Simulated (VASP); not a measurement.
Crystal: La3O.

```
La O
1.0
     5.51632    0.00000    0.00000
     0.00000    5.51632    0.00000
     0.00000    0.00000    5.51632
La O
6 2
Direct
  0.25000 0.00000 0.50000
  0.75000 0.00000 0.50000
  0.00000 0.50000 0.25000
  0.00000 0.50000 0.75000
  0.50000 0.75000 0.00000
  0.50000 0.25000 0.00000
  0.00000 0.00000 0.00000
  0.50000 0.50000 0.50000
```

The cell was built from a structure type or drawn by symmetry, and may not be a known phase.

| Item | Value |
| --- | --- |
| Program | VASP 6.6.1 |
| Task | relaxation of cell and atoms |
| Functional | PBE |
| Potentials or basis | VASP PAW PBE potentials, release 64 (La, O) |
| Cutoff | 600 eV |
| k mesh | 4 × 4 × 4 |
| Occupations | gaussian, width 0.1 eV |
| Spin | no spin polarisation |

At the start: pressure 13.3 GPa; volume 20.98 Å³/atom.

Where does the relaxation end?

Over 3 steps the energy falls by 178.3 meV/atom and the volume is 26.33 Å³/atom (+25.5 %); space group Pm-3n (No. 223, to 0.1 Å) before and after.

The path:
| step | energy change (eV) | largest force (eV/Å) | pressure (GPa) | volume (Å³) |
| --- | --- | --- | --- | --- |
| 1 | 0.0000 | 0.0000 | 13.28 | 167.86 |
| 2 | -1.4226 | 0.0000 | -0.41 | 213.76 |
| 3 | -1.4265 | 0.0000 | 0.02 | 210.63 |

Final structure:
```
La O
1.0
     5.94989    0.00000    0.00000
     0.00000    5.94989    0.00000
     0.00000    0.00000    5.94989
La O
6 2
Direct
  0.25000 0.00000 0.50000
  0.75000 0.00000 0.50000
  0.00000 0.50000 0.25000
  0.00000 0.50000 0.75000
  0.50000 0.75000 0.00000
  0.50000 0.25000 0.00000
  0.00000 0.00000 0.00000
  0.50000 0.50000 0.50000
```

Caveat: the volume moved by over 15 % at a fixed basis, so the end points are rough.
